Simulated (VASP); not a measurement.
# Al (Fm-3m) in VASP: a series of runs

Runs on Al. Level: PBE. Tasks: single point.

All numbers are computed with VASP 6.6.1; they aren't measurements. Logs are shortened: lines on timing, memory, paths and dates and some standing lists are left out, and cuts for length are marked.

### Step 1. The cell of the first run

The structure is cubic, space group Fm-3m (No. 225). The conventional cell has a = 3.967 Å, b = 3.967 Å, c = 3.967 Å, α = 90.00°, β = 90.00°, γ = 90.00°. Within 3.7 Å of Al (site symmetry m-3m) lie 12 Al at 2.81 Å.

### Step 2. Single point, PBE

File INCAR:

```
PREC     = Accurate       # precision mode
ENCUT    = 520            # plane-wave cutoff, eV
EDIFF    = 1E-7           # SCF threshold, eV
ISMEAR   = -1             # smearing method
SIGMA    = 0.1            # smearing width, eV
LREAL    = F              # projectors in reciprocal space
LASPH    = T              # aspherical terms in the spheres
NELM     = 100            # most SCF steps
ALGO     = Normal         # electronic algorithm
ISIF     = 2              # what is computed and relaxed
LWAVE    = F              # write WAVECAR
LCHARG   = F              # write CHGCAR
GGA      = PE             # functional
NBANDS   = 8              # bands
```

File KPOINTS:

```
regular mesh
0
Gamma
  12 12 12
```

File POSCAR:

```
Al
1.0
    0.0000000000      1.9834708509      1.9834708509
    1.9834708509      0.0000000000      1.9834708509
    1.9834708509      1.9834708509      0.0000000000
Al
1
Direct
    0.0000000000      0.0000000000      0.0000000000
```

Potentials or basis: VASP PAW PBE potentials, release 64 (Al).

Started as:

```sh
cat potpaw_PBE.64/Al/POTCAR > POTCAR
mpirun -np 1 vasp_std > vasp.out
```

OUTCAR:

```text
PREC = Accurate
   ENCUT = 520
   EDIFF = 1E-7
   ISMEAR = -1
   LREAL = F
   LASPH = T
   NELM = 100
   ISIF = 2
   GGA = PE

 ion  position               nearest neighbor table
   1  0.000  0.000  0.000-

  LATTYP: Found a face centered cubic cell.
 ALAT       =     3.9669417018

  Lattice vectors:

 A1 = (   0.0000000000,   1.9834708509,   1.9834708509)
 A2 = (   1.9834708509,   0.0000000000,   1.9834708509)
 A3 = (   1.9834708509,   1.9834708509,   0.0000000000)

Analysis of symmetry for initial positions (statically):
=====================================================================
 Subroutine PRICEL returns:
 Original cell was already a primitive cell.

 Routine SETGRP: Setting up the symmetry group for a
 face centered cubic supercell.

 Subroutine GETGRP returns: Found 48 space group operations
 (whereof 48 operations were pure point group operations)
 out of a pool of 48 trial point group operations.

The static configuration has the point symmetry O_h .

Analysis of symmetry for dynamics (positions and initial velocities):
=====================================================================
 Subroutine PRICEL returns:
 Original cell was already a primitive cell.

 Routine SETGRP: Setting up the symmetry group for a
 face centered cubic supercell.

 Subroutine GETGRP returns: Found 48 space group operations
 (whereof 48 operations were pure point group operations)
 out of a pool of 48 trial point group operations.

The dynamic configuration has the point symmetry O_h .

 Subroutine INISYM returns: Found 48 space group operations
 (whereof 48 operations are pure point group operations),
 and found     1 'primitive' translations

----------------------------------------------------------------------------------------

                                     Primitive cell

  volume of cell :      15.6066

  direct lattice vectors                    reciprocal lattice vectors
     0.000000000  1.983470851  1.983470851    -0.252083362  0.252083362  0.252083362
     1.983470851  0.000000000  1.983470851     0.252083362 -0.252083362  0.252083362
     1.983470851  1.983470851  0.000000000     0.252083362  0.252083362 -0.252083362

  length of vectors
     2.805051378  2.805051378  2.805051378     0.436621190  0.436621190  0.436621190

  position of ions in fractional coordinates (direct lattice)
     0.000000000  0.000000000  0.000000000

  ion indices of the primitive-cell ions
   primitive index   ion index
                 1           1

----------------------------------------------------------------------------------------

 KPOINTS: regular mesh

Automatic generation of k-mesh.
 Grid dimensions read from file:
 generate k-points for:   12   12   12

 Generating k-lattice:

  Cartesian coordinates                     Fractional coordinates (reciprocal lattice)
    -0.021006947  0.021006947  0.021006947     0.083333333  0.000000000  0.000000000
     0.021006947 -0.021006947  0.021006947     0.000000000  0.083333333  0.000000000
     0.021006947  0.021006947 -0.021006947     0.000000000  0.000000000  0.083333333

  Length of vectors
     0.036385099  0.036385099  0.036385099

  Shift w.r.t. Gamma in fractional coordinates (k-lattice)
     0.000000000  0.000000000  0.000000000

 Subroutine IBZKPT returns following result:
 ===========================================

 Found     72 irreducible k-points:

 Following reciprocal coordinates:
            Coordinates               Weight
  0.000000  0.000000  0.000000      1.000000
  0.083333  0.000000  0.000000      8.000000
  0.166667  0.000000  0.000000      8.000000
  0.250000  0.000000  0.000000      8.000000
  0.333333  0.000000  0.000000      8.000000
  0.416667  0.000000  0.000000      8.000000
[... 16 lines left out ...]
  0.500000  0.166667  0.000000     24.000000
 -0.416667  0.166667  0.000000     24.000000
 [... further k-points ...]
   k-points           NKPTS =     72   k-points in BZ     NKDIM =     72   number of bands    NBANDS=      8
   number of dos      NEDOS =    301   number of ions     NIONS =      1
   total plane-waves  NPLWV =  13824
   dimension x,y,z NGX =    24 NGY =   24 NGZ =   24
   dimension x,y,z NGXF=    48 NGYF=   48 NGZF=   48
   ions per type =               1
   NGX,Y,Z   is equivalent  to a cutoff of  14.22, 14.22, 14.22 a.u.
   NGXF,Y,Z  is equivalent  to a cutoff of  28.45, 28.45, 28.45 a.u.
 SYSTEM =  unknown system
   PREC   = accura    normal or accurate (medium, high low for compatibility)
   ISTART =      0    job   : 0-new  1-cont  2-samecut
   ICHARG =      2    charge: 1-file 2-atom 10-const
   ISPIN  =      1    spin polarized calculation?
   LNONCOLLINEAR =      F non collinear calculations
   LSORBIT =      F    spin-orbit coupling
   LASPH  =      T    aspherical Exc in radial PAW
   ENCUT  =  520.0 eV  38.22 Ry    6.18 a.u.   5.22  5.22  5.22*2*pi/ulx,y,z
   NELM   =    100;   NELMIN=  2; NELMDL= -5     # of ELM steps
   EDIFF  = 0.1E-06   stopping-criterion for ELM
   LREAL  =      F    real-space projection
   EDIFFG = 0.1E-05   stopping-criterion for IOM
   NSW    =      0    number of steps for IOM
   IBRION =     -1    ionic relax: 0-MD 1-quasi-New 2-CG
   NFREE  =      0    steps in history (QN), initial steepest desc. (CG)
   ISIF   =      2    stress and relaxation
   ISYM   =      2    0-nonsym 1-usesym 2-fastsym
   POTIM  = 0.5000    time-step for ionic-motion
   TEBEG  =    0.0;   TEEND  =   0.0 temperature during run
   PSTRESS=    0.0 pullay stress
   NELECT =       3.0000    total number of electrons
   NUPDOWN=      -1.0000    fix difference up-down
   EMIN   =  10.00;   EMAX   =-10.00  energy-range for DOS
   EFERMI =   0.00;   METHOD = LEGACY
   ISMEAR =    -1;   SIGMA  =   0.10  broadening in eV -4-tet -1-fermi 0-gaus
   EFERMI_NEDOS =   21; number of points for ismear=-14 and -15
   IALGO  =     38    algorithm
   IMIX   =      4    mixing-type and parameters
     AMIX     =   0.40;   BMIX     =  1.00
     AMIX_MAG =   1.60;   BMIX_MAG =  1.00
  volume/ion in A,a.u.               =      15.61       105.32
  Fermi-wavevector in a.u.,A,eV,Ry     =   0.944814  1.785439 12.145548  0.892673
  Thomas-Fermi vector in A             =   2.072655
   LORBIT       =      0    0 simple, 1 ext, 2 COOP (PROOUT), +10 PAW based schemes
   GGA     = PE    functional components
   LHFCALC =     F    Hartree Fock is set to
   AEXX    =    0.0000 exact exchange contribution
   IVDW    =     0    specifies the selected vdW correction
   LEPSILON=     F    determine dielectric tensor
   LRPA    =     F    only Hartree local field effects (RPA)
 non-spin polarized calculation
  energy-cutoff  :      520.00
  volume of cell :       15.61
 maximum number of plane-waves:       444
 NGX is ok and might be reduce to    24
   NGX = 11   NGY = 11   NGZ = 11

 number of electron       3.0000000 magnetization

 Free energy of the ion-electron system (eV)
  ---------------------------------------------------
  ext. energy  EPLUGINS =         0.00000000
  ---------------------------------------------------
  free energy    TOTEN  =        -3.74628638 eV

  energy without entropy =       -3.73302380  energy(sigma->0) =       -3.73965509

 E-fermi :   8.4869     XC(G=0): -10.3993

 val. band max:        8.4064419992   @ k =  -0.3333   0.4167   0.0833
 cond. band min:       8.5221324653   @ k =  -0.4167   0.4167   0.0833
 fundamental gap:      0.1156904661
 Fermi energy:         8.4868553983

 k-point     1 :       0.0000    0.0000    0.0000
  band No.  band energies     occupation
      1      -2.9312      2.00000
      2      21.5264      0.00000
      3      21.5264      0.00000
      4      21.5264      0.00000
      5      23.4507      0.00000
      6      23.4507      0.00000
      7      23.4507      0.00000
      8      25.4689      0.00000

 k-point     2 :       0.0833    0.0000    0.0000
  band No.  band energies     occupation
      1      -2.7354      2.00000
      2      18.9135      0.00000
      3      21.0248      0.00000
      4      21.0248      0.00000
      5      23.9847      0.00000
      6      24.2599      0.00000
      7      24.2599      0.00000
      8      27.4112      0.00000

 k-point     3 :       0.1667    0.0000    0.0000
  band No.  band energies     occupation
      1      -2.1497      2.00000
      2      15.4514      0.00000
      3      20.3469      0.00000
      4      20.3469      0.00000
      5      23.7423      0.00000
      6      25.3332      0.00000
      7      25.3332      0.00000
      8      26.3819      0.00000

 k-point     4 :       0.2500    0.0000    0.0000
  band No.  band energies     occupation
      1      -1.1791      2.00000
      2      12.1470      0.00000
      3      19.9077      0.00000
      4      19.9077      0.00000
      5      23.4786      0.00000
      6      23.9003      0.00000
      7      23.9003      0.00000
      8      28.0321      0.00000

 k-point     5 :       0.3333    0.0000    0.0000
  band No.  band energies     occupation
      1       0.1679      2.00000
      2       9.1082      0.00400
      3      19.7688      0.00000
      4      19.7688      0.00000
      5      22.4549      0.00000
      6      22.4549      0.00000
      7      23.4351      0.00000
      8      26.5703      0.00000

 k-point     6 :       0.4167    0.0000    0.0000
  band No.  band energies     occupation
      1       1.8795      2.00000
      2       6.3754      2.00000
      3      19.9422      0.00000
      4      19.9422      0.00000
      5      21.3107      0.00000
      6      21.3107      0.00000
      7      23.6904      0.00000
      8      25.3446      0.00000

 k-point     7 :       0.5000    0.0000    0.0000
  band No.  band energies     occupation
      1       3.7761      2.00000
      2       4.1376      2.00000
      3      20.3148      0.00000
      4      20.3148      0.00000
      5      20.6123      0.00000
      6      20.6123      0.00000
      7      24.0863      0.00000
      8      24.6153      0.00000
[... 133 lines left out ...]
 k-point    20 :       0.2500    0.1667    0.0000
  band No.  band energies     occupation
      1      -1.1792      2.00000
      2      14.8141      0.00000
      3      17.2531      0.00000
      4      18.4790      0.00000
      5      19.4470      0.00000
      6      21.9096      0.00000
      7      28.7054      0.00000
      8      29.0407      0.00000

 k-point    21 :       0.3333    0.1667    0.0000
  band No.  band energies     occupation
      1      -0.0879      2.00000
      2      11.6864      0.00000
      3      16.8765      0.00000
      4      17.5235      0.00000
      5      18.6070      0.00000
      6      23.7210      0.00000
      7      27.4163      0.00000
      8      29.0698      0.00000

 k-point    22 :       0.4167    0.1667    0.0000
  band No.  band energies     occupation
      1       1.3740      2.00000
      2       8.7874      0.09438
      3      16.1287      0.00000
      4      16.8293      0.00000
      5      18.6131      0.00000
      6      26.0445      0.00000
      7      26.1603      0.00000
      8      29.1651      0.00000

 k-point    23 :       0.5000    0.1667    0.0000
  band No.  band energies     occupation
      1       3.1900      2.00000
      2       6.1878      2.00000
      3      15.0377      0.00000
      4      17.1127      0.00000
      5      18.9533      0.00000
      6      25.1505      0.00000
      7      27.6619      0.00000
      8      29.5428      0.00000

 k-point    24 :      -0.4167    0.1667    0.0000
  band No.  band energies     occupation
      1       3.8655      2.00000
      2       5.3964      2.00000
      3      14.2911      0.00000
      4      17.7283      0.00000
      5      19.6397      0.00000
      6      24.4367      0.00000
      7      27.3093      0.00000
      8      30.2633      0.00000

 [... further k-points ...]
[... 5 lines left out ...]
  --------------------------------------------------------------------------------------
  -------------------------------------------------------------------------------------
  Total        0.4894531      0.4894531      0.4894531      0.0000000      0.0000000     -0.0000000
  in kB       50.2474691     50.2474691     50.2474691      0.0000000      0.0000000     -0.0000000
  external PRESSURE =      50.2474691 kB  Pullay stress =       0.0000000 kB

 VOLUME and BASIS-vectors are now :
 -----------------------------------------------------------------------------
  energy-cutoff  :      520.00
  volume of cell :       15.61
      direct lattice vectors                 reciprocal lattice vectors
     0.000000000  1.983470851  1.983470851    -0.252083362  0.252083362  0.252083362
     1.983470851  0.000000000  1.983470851     0.252083362 -0.252083362  0.252083362
     1.983470851  1.983470851  0.000000000     0.252083362  0.252083362 -0.252083362

 POSITION                                       TOTAL-FORCE (eV/Angst)
 -----------------------------------------------------------------------------------
      0.00000      0.00000      0.00000         0.000000      0.000000     -0.000000
 -----------------------------------------------------------------------------------
    total drift:                                0.000000     -0.000000     -0.000000

  FREE ENERGIE OF THE ION-ELECTRON SYSTEM (eV)
  ---------------------------------------------------
  free  energy   TOTEN  =        -3.7462863788 eV

  energy  without entropy=       -3.7330238010  energy(sigma->0) =       -3.73965509
```

Run time: 4.8 s. Hardware: 1 thread of Intel Xeon Platinum 8375C at 2.90GHz (Ice Lake), shared host; peak memory 0.13 GiB.

Results:

```
Free energy : -3.7463 eV
Pressure    : 5.0 GPa
```

(Part 1 of 2 ends here.)
